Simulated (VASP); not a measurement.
A run of VASP 6.6.1:

Contents of INCAR:

```
SYSTEM = Ti
PREC = Accurate
ENCUT = 520
EDIFF = 1E-6
ISMEAR = 0
SIGMA = 0.05
LREAL = .False.
LASPH = .True.
NELM = 60
ALGO = Normal
ISIF = 2
LWAVE = .False.
LCHARG = .False.
GGA = PE
NBANDS = 12
```

Contents of KPOINTS:

```
regular mesh
0
Gamma
  14 14 14
  0 0 0
```

File POSCAR:

```
Ti
1.0
    0.0000000000      2.0698140295      2.0698140295
    2.0698140295      0.0000000000      2.0698140295
    2.0698140295      2.0698140295      0.0000000000
Ti
1
Direct
    0.0000000000      0.0000000000      0.0000000000
```

Potentials or basis: VASP PAW PBE potentials, release 64 (Ti_sv).

The run is started by

```bash
$ cat potpaw_PBE.64/Ti_sv/POTCAR > POTCAR
$ mpirun -np 1 vasp_std > vasp.out
```

Hardware: 1 thread of Intel(R) Xeon(R) 6975P-C (Granite Rapids), on a shared host.

Problem. How long does it take, and how much memory?

Solution. Wall time 7 s on 1 thread of Intel(R) Xeon(R) 6975P-C (Granite Rapids) (shared host), peak memory 0.15 GiB. Counts: scf iterations 12, k points 104.
